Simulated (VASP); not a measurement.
# P (R-3m) in VASP: a series of runs

The runs below take P through single point, with PBE+D3(BJ).

All numbers are computed with VASP 6.6.1; they aren't measurements. Logs are shortened: lines on timing, memory, paths and dates and some standing lists are left out, and cuts for length are marked.

### Step 1. The cell of the first run

Symmetry: R-3m, No. 166, trigonal system. The conventional cell has a = 3.428 Å, b = 3.428 Å, c = 8.755 Å, α = 90.00°, β = 90.00°, γ = 120.00°. P (site symmetry 3m) has 6 P at 2.30 to 2.64 Å within 3.0 Å.

### Step 2. Single point, PBE+D3(BJ)

Contents of INCAR:

```
SYSTEM = P
PREC = Accurate
ENCUT = 520
EDIFF = 1E-7
ISMEAR = 0
SIGMA = 0.1
LREAL = .FALSE.
LASPH = .TRUE.
NELM = 80
ALGO = Normal
ISIF = 2
LWAVE = .FALSE.
LCHARG = .TRUE.
GGA = PE
IVDW = 12
LELF = .TRUE.
LVHAR = .TRUE.
NBANDS = 12
```

Contents of KPOINTS:

```
regular mesh
0
G
  12 12 12
  0 0 0
```

Contents of POSCAR:

```
P
1.0
    1.7137875893      0.9894557260      2.9184055661
   -1.7137875893      0.9894557260      2.9184055661
    0.0000000000     -1.9789114520      2.9184055661
P
2
Direct
    0.2336787564      0.2336787564      0.2336787564
    0.7663212436      0.7663212436      0.7663212436
```

Potentials or basis: VASP PAW PBE potentials, release 64 (P).

Launch:

```bash
$ cat potpaw_PBE.64/P/POTCAR > POTCAR
$ mpirun -np 1 vasp_std > vasp.out
```

OUTCAR:

```text
SYSTEM = P
   PREC = Accurate
   ENCUT = 520
   EDIFF = 1E-7
   ISMEAR = 0
   LREAL = .FALSE.
   LASPH = .TRUE.
   NELM = 80
   ISIF = 2
   GGA = PE
   IVDW = 12
 IVDW          = 12

 ion  position               nearest neighbor table
   1  0.234  0.234  0.234-   2 2.30   2 2.30   2 2.30   2 2.64   2 2.64   2 2.64
   2  0.766  0.766  0.766-   1 2.30   1 2.30   1 2.30   1 2.64   1 2.64   1 2.64

  LATTYP: Found a trigonal (rhomboedric) cell.
 ALAT       =     3.5260716929
 COS(alpha) =     0.5275436329

  Lattice vectors:

 A1 = (   1.7137875893,   0.9894557260,   2.9184055661)
 A2 = (  -1.7137875893,   0.9894557260,   2.9184055661)
 A3 = (   0.0000000000,  -1.9789114520,   2.9184055661)

Analysis of symmetry for initial positions (statically):
=====================================================================
 Subroutine PRICEL returns:
 Original cell was already a primitive cell.

 Routine SETGRP: Setting up the symmetry group for a
 trigonal (rhombohedral) supercell.

 Subroutine GETGRP returns: Found 12 space group operations
 (whereof 12 operations were pure point group operations)
 out of a pool of 12 trial point group operations.

The static configuration has the point symmetry D_3d.

Analysis of symmetry for dynamics (positions and initial velocities):
=====================================================================
 Subroutine PRICEL returns:
 Original cell was already a primitive cell.

 Routine SETGRP: Setting up the symmetry group for a
 trigonal (rhombohedral) supercell.

 Subroutine GETGRP returns: Found 12 space group operations
 (whereof 12 operations were pure point group operations)
 out of a pool of 12 trial point group operations.

The dynamic configuration has the point symmetry D_3d.

 Subroutine INISYM returns: Found 12 space group operations
 (whereof 12 operations are pure point group operations),
 and found     1 'primitive' translations

----------------------------------------------------------------------------------------

                                     Primitive cell

  volume of cell :      29.6927

  direct lattice vectors                    reciprocal lattice vectors
     1.713787589  0.989455726  2.918405566     0.291751442  0.168442773  0.114217618
    -1.713787589  0.989455726  2.918405566    -0.291751442  0.168442773  0.114217618
     0.000000000 -1.978911452  2.918405566     0.000000000 -0.336885547  0.114217618

  length of vectors
     3.526071693  3.526071693  3.526071693     0.355721149  0.355721149  0.355721149

  position of ions in fractional coordinates (direct lattice)
     0.233678756  0.233678756  0.233678756
     0.766321244  0.766321244  0.766321244

  ion indices of the primitive-cell ions
   primitive index   ion index
                 1           1
                 2           2

----------------------------------------------------------------------------------------

 KPOINTS: regular mesh

Automatic generation of k-mesh.
 Grid dimensions read from file:
 generate k-points for:   12   12   12

 Generating k-lattice:

  Cartesian coordinates                     Fractional coordinates (reciprocal lattice)
     0.024312620  0.014036898  0.009518135     0.083333333  0.000000000  0.000000000
    -0.024312620  0.014036898  0.009518135     0.000000000  0.083333333  0.000000000
     0.000000000 -0.028073796  0.009518135     0.000000000  0.000000000  0.083333333

  Length of vectors
     0.029643429  0.029643429  0.029643429

  Shift w.r.t. Gamma in fractional coordinates (k-lattice)
     0.000000000  0.000000000  0.000000000

 Subroutine IBZKPT returns following result:
 ===========================================

 Found    189 irreducible k-points:

 Following reciprocal coordinates:
            Coordinates               Weight
  0.000000  0.000000  0.000000      1.000000
  0.083333  0.000000 -0.000000      6.000000
  0.166667  0.000000 -0.000000      6.000000
  0.250000  0.000000 -0.000000      6.000000
  0.333333  0.000000 -0.000000      6.000000
  0.416667 -0.000000  0.000000      6.000000
[... 16 lines left out ...]
  0.500000  0.166667 -0.000000     12.000000
 -0.416667  0.166667  0.000000     12.000000
 [... further k-points ...]
   k-points           NKPTS =    189   k-points in BZ     NKDIM =    189   number of bands    NBANDS=     12
   number of dos      NEDOS =    301   number of ions     NIONS =      2
   total plane-waves  NPLWV =  21952
   dimension x,y,z NGX =    28 NGY =   28 NGZ =   28
   dimension x,y,z NGXF=    56 NGYF=   56 NGZF=   56
   ions per type =               2
   NGX,Y,Z   is equivalent  to a cutoff of  13.20, 13.20, 13.20 a.u.
   NGXF,Y,Z  is equivalent  to a cutoff of  26.40, 26.40, 26.40 a.u.
 SYSTEM =  P
   PREC   = accura    normal or accurate (medium, high low for compatibility)
   ISTART =      0    job   : 0-new  1-cont  2-samecut
   ICHARG =      2    charge: 1-file 2-atom 10-const
   ISPIN  =      1    spin polarized calculation?
   LNONCOLLINEAR =      F non collinear calculations
   LSORBIT =      F    spin-orbit coupling
   LASPH  =      T    aspherical Exc in radial PAW
   ENCUT  =  520.0 eV  38.22 Ry    6.18 a.u.   6.56  6.56  6.56*2*pi/ulx,y,z
   NELM   =     80;   NELMIN=  2; NELMDL= -5     # of ELM steps
   EDIFF  = 0.1E-06   stopping-criterion for ELM
   LREAL  =      F    real-space projection
   EDIFFG = 0.1E-05   stopping-criterion for IOM
   NSW    =      0    number of steps for IOM
   IBRION =     -1    ionic relax: 0-MD 1-quasi-New 2-CG
   NFREE  =      0    steps in history (QN), initial steepest desc. (CG)
   ISIF   =      2    stress and relaxation
   ISYM   =      2    0-nonsym 1-usesym 2-fastsym
   POTIM  = 0.5000    time-step for ionic-motion
   TEBEG  =    0.0;   TEEND  =   0.0 temperature during run
   PSTRESS=    0.0 pullay stress
   NELECT =      10.0000    total number of electrons
   NUPDOWN=      -1.0000    fix difference up-down
   EMIN   =  10.00;   EMAX   =-10.00  energy-range for DOS
   EFERMI =   0.00;   METHOD = LEGACY
   ISMEAR =     0;   SIGMA  =   0.10  broadening in eV -4-tet -1-fermi 0-gaus
   EFERMI_NEDOS =   21; number of points for ismear=-14 and -15
   IALGO  =     38    algorithm
   IMIX   =      4    mixing-type and parameters
     AMIX     =   0.40;   BMIX     =  1.00
     AMIX_MAG =   1.60;   BMIX_MAG =  1.00
  volume/ion in A,a.u.               =      14.85       100.19
  Fermi-wavevector in a.u.,A,eV,Ry     =   1.139003  2.152403 17.651207  1.297327
  Thomas-Fermi vector in A             =   2.275707
   LORBIT       =      0    0 simple, 1 ext, 2 COOP (PROOUT), +10 PAW based schemes
   GGA     = PE    functional components
   LHFCALC =     F    Hartree Fock is set to
   AEXX    =    0.0000 exact exchange contribution
   IVDW    =    12    specifies the selected vdW correction
   LEPSILON=     F    determine dielectric tensor
   LRPA    =     F    only Hartree local field effects (RPA)
 non-spin polarized calculation
 Gauss-broadening in eV      SIGMA  =   0.10
  energy-cutoff  :      520.00
  volume of cell :       29.69
 maximum number of plane-waves:       817
 NGX is ok and might be reduce to    28
   NGX = 13   NGY = 13   NGZ = 13

 number of electron      10.0000000 magnetization

 Free energy of the ion-electron system (eV)
  ---------------------------------------------------
  ext. energy  EPLUGINS =         0.00000000
  ---------------------------------------------------
  free energy    TOTEN  =       -10.61632262 eV

  energy without entropy =      -10.61489678  energy(sigma->0) =      -10.61560970

 E-fermi :   9.8735     XC(G=0): -11.1579

 val. band max:        9.8315668267   @ k =  -0.4167   0.0833   0.0000
 cond. band min:       9.8970353447   @ k =   0.4167  -0.0000   0.0000
 fundamental gap:      0.0654685180
 Fermi energy:         9.8734719627

 k-point     1 :       0.0000    0.0000    0.0000
  band No.  band energies     occupation
      1      -7.0495      2.00000
      2       7.0980      2.00000
      3       7.1219      2.00000
      4       7.1219      2.00000
      5       7.4970      2.00000
      6      12.1536      0.00000
      7      13.2091      0.00000
      8      13.2091      0.00000
      9      15.3486      0.00000
     10      15.3486      0.00000
     11      16.4089      0.00000
     12      16.6494      0.00000

 k-point     2 :       0.0833    0.0000   -0.0000
  band No.  band energies     occupation
      1      -6.9312      2.00000
      2       5.6710      2.00000
      3       7.0591      2.00000
      4       7.0636      2.00000
      5       8.5168      2.00000
      6      12.3096      0.00000
      7      13.0586      0.00000
      8      13.2088      0.00000
      9      14.7332      0.00000
     10      14.7922      0.00000
     11      15.5924      0.00000
     12      17.8555      0.00000

 k-point     3 :       0.1667    0.0000   -0.0000
  band No.  band energies     occupation
      1      -6.5772      2.00000
      2       3.8595      2.00000
      3       6.9264      2.00000
      4       6.9743      2.00000
      5       9.1618      2.00000
      6      12.1004      0.00000
      7      12.2367      0.00000
      8      12.9257      0.00000
      9      14.6422      0.00000
     10      15.1219      0.00000
     11      15.5407      0.00000
     12      19.8018      0.00000

 k-point     4 :       0.2500    0.0000   -0.0000
  band No.  band energies     occupation
      1      -5.9909      2.00000
      2       2.0218      2.00000
      3       6.7829      2.00000
      4       6.9243      2.00000
      5       9.4109      2.00000
      6      11.2331      0.00000
      7      11.2396      0.00000
      8      12.2889      0.00000
      9      15.9434      0.00000
     10      16.1133      0.00000
     11      16.2442      0.00000
     12      21.9910      0.00000

 k-point     5 :       0.3333    0.0000   -0.0000
  band No.  band energies     occupation
      1      -5.1794      2.00000
      2       0.2652      2.00000
      3       6.6838      2.00000
      4       6.9563      2.00000
      5       9.4104      2.00000
      6      10.4259      0.00000
      7      10.4656      0.00000
      8      11.6378      0.00000
      9      17.2663      0.00000
     10      17.6639      0.00000
     11      17.7948      0.00000
     12      24.3081      0.00000
[... 228 lines left out ...]
      1      -5.3774      2.00000
      2       1.6237      2.00000
      3       5.1143      2.00000
      4       5.9276      2.00000
      5       7.3514      2.00000
      6      12.4348      0.00000
      7      12.9753      0.00000
      8      13.6634      0.00000
      9      14.1691      0.00000
     10      18.5455      0.00000
     11      19.1574      0.00000
     12      20.9312      0.00000

 k-point    22 :       0.4167    0.1667   -0.0000
  band No.  band energies     occupation
      1      -4.5176      2.00000
      2       0.0249      2.00000
      3       4.7942      2.00000
      4       5.9105      2.00000
      5       7.0252      2.00000
      6      12.1327      0.00000
      7      12.9817      0.00000
      8      13.4637      0.00000
      9      14.8009      0.00000
     10      20.0319      0.00000
     11      20.8778      0.00000
     12      22.7732      0.00000

 k-point    23 :       0.5000    0.1667   -0.0000
  band No.  band energies     occupation
      1      -3.4768      2.00000
      2      -1.4540      2.00000
      3       4.4378      2.00000
      4       6.0652      2.00000
      5       7.0919      2.00000
      6      11.3053      0.00000
      7      12.7217      0.00000
      8      13.6674      0.00000
      9      16.3731      0.00000
     10      20.5129      0.00000
     11      21.2185      0.00000
     12      22.4656      0.00000

 k-point    24 :      -0.4167    0.1667    0.0000
  band No.  band energies     occupation
      1      -3.0324      2.00000
      2      -1.9943      2.00000
      3       4.1599      2.00000
      4       6.4594      2.00000
      5       7.4106      2.00000
      6      10.6498      0.00000
      7      12.3064      0.00000
      8      14.0323      0.00000
      9      18.0939      0.00000
     10      19.0086      0.00000
     11      19.3581      0.00000
     12      24.0072      0.00000

 [... further k-points ...]

------------------------ aborting loop because EDIFF is reached ----------------------------------------

 Edisp (eV)   -0.95224

 E8    (eV) :    -0.3604

  FORCE on cell =-STRESS in cart. coord.  units (eV):
  Direction    XX          YY          ZZ          XY          YZ          ZX
  --------------------------------------------------------------------------------------
  -------------------------------------------------------------------------------------
  Total      -0.06862    -0.06862    -0.03693    -0.00000    -0.00000    -0.00000
  in kB      -3.70282    -3.70282    -1.99265    -0.00000    -0.00000    -0.00000
  external pressure =       -3.13 kB  Pullay stress =        0.00 kB

 VOLUME and BASIS-vectors are now :
 -----------------------------------------------------------------------------
  energy-cutoff  :      520.00
  volume of cell :       29.69
      direct lattice vectors                 reciprocal lattice vectors
     1.713787589  0.989455726  2.918405566     0.291751442  0.168442773  0.114217618
    -1.713787589  0.989455726  2.918405566    -0.291751442  0.168442773  0.114217618
     0.000000000 -1.978911452  2.918405566     0.000000000 -0.336885547  0.114217618

 POSITION                                       TOTAL-FORCE (eV/Angst)
 -----------------------------------------------------------------------------------
      0.00000      0.00000      2.04591         0.000000      0.000000     -0.048422
      0.00000      0.00000      6.70931         0.000000     -0.000000      0.048422
 -----------------------------------------------------------------------------------
    total drift:                               -0.000000      0.000000     -0.000000

  FREE ENERGIE OF THE ION-ELECTRON SYSTEM (eV)
  ---------------------------------------------------
  free  energy   TOTEN  =       -11.5685617969 eV

  energy  without entropy=      -11.5671359553  energy(sigma->0) =      -11.56784888
```

It took 55 s on 1 thread of Intel Xeon Platinum 8488C (Sapphire Rapids), shared host; peak memory 0.19 GiB.

What came out:

```yaml
Free_energy: -11.5686 eV
Pressure: -0.3 GPa
Largest_force: 0.048 eV/Å
Band_gap_on_the_k_mesh: zero (band 5 reaches 10.49 eV, above the bottom of band 6 at 9.21 eV)
Dispersion_energy_per_atom: -0.476 eV
```

Forces on the atoms (eV/Å):
```
P    0.000  0.000 -0.048
P    0.000  0.000  0.048
```

Levels at points of the mesh, in eV from the Fermi level:
| k point | band 3 | band 4 | band 5 | band 6 | band 7 | band 8 |
| --- | --- | --- | --- | --- | --- | --- |
| (0.00, 0.00, 0.00) | -2.75 | -2.75 | -2.38 | 2.28 | 3.34 | 3.34 |
| (0.50, 0.00, 0.00) | -3.24 | -2.75 | -0.92 | -0.16 | 0.45 | 0.90 |
| (0.50, 0.50, 0.00) | -7.26 | -5.64 | -5.61 | 0.21 | 7.16 | 7.87 |
| (0.50, 0.50, 0.50) | -2.58 | -2.58 | -0.67 | -0.67 | 0.46 | 2.14 |

Caveat: pairwise dispersion overbinds metals, which lowers pressure and volume.

### Step 3. Single point, PBE+D3(BJ)

This run uses another cell than the first one, of 14.80 Å³/atom, 0.997 times its volume.

Contents of INCAR:

```
PREC     = Accurate       # precision mode
ENCUT    = 520            # plane-wave cutoff, eV
EDIFF    = 1E-6           # SCF threshold, eV
ISMEAR   = 0              # smearing method
SIGMA    = 0.1            # smearing width, eV
LREAL    = F              # projectors in reciprocal space
LASPH    = T              # aspherical terms in the spheres
NELM     = 100            # most SCF steps
ALGO     = Normal         # electronic algorithm
ISIF     = 2              # what is computed and relaxed
LWAVE    = F              # write WAVECAR
LCHARG   = F              # write CHGCAR
GGA      = PE             # functional
IVDW     = 12             # dispersion correction
NBANDS   = 12             # bands
```

Contents of KPOINTS:

```
Automatic mesh
0
Gamma
  15 15 15
```

Contents of POSCAR:

```
P
1.0
    1.7132924525      0.9891698586      2.9115578036
   -1.7132924525      0.9891698586      2.9115578036
    0.0000000000     -1.9783397173      2.9115578036
P
2
Direct
    0.2340199604      0.2340199604      0.2340199604
    0.7659800396      0.7659800396      0.7659800396
```

Potentials or basis: VASP PAW PBE potentials, release 64 (P).

Launch:

```bash
$ cat potpaw_PBE.64/P/POTCAR > POTCAR
$ mpirun -np 1 vasp_std > vasp.out
```

Run time: 42 s. Hardware: 1 thread of Intel Xeon 6975P-C (Granite Rapids), shared host; peak memory 0.22 GiB.

It converged, with:

```
Free energy                : -11.5674 eV
Pressure                   : -0.3 GPa
Largest force              : 0.047 eV/Å
Band gap on the k mesh     : zero (band 5 reaches 10.72 eV, above the bottom of band 6 at 9.25 eV)
Dispersion energy per atom : -0.478 eV
```

Forces on the atoms (eV/Å):
```
P    0.000  0.000 -0.047
P    0.000  0.000  0.047
```

Stress tensor (GPa, compression positive):
```
-0.36  0.00  0.00
 0.00 -0.36  0.00
 0.00  0.00 -0.22
```

Levels at points of the mesh, in eV from the Fermi level:
| k point | band 3 | band 4 | band 5 | band 6 | band 7 | band 8 |
| --- | --- | --- | --- | --- | --- | --- |
| (0.00, 0.00, 0.00) | -2.73 | -2.73 | -2.32 | 2.34 | 3.38 | 3.38 |

Caveat: pairwise dispersion overbinds metals, which lowers pressure and volume.
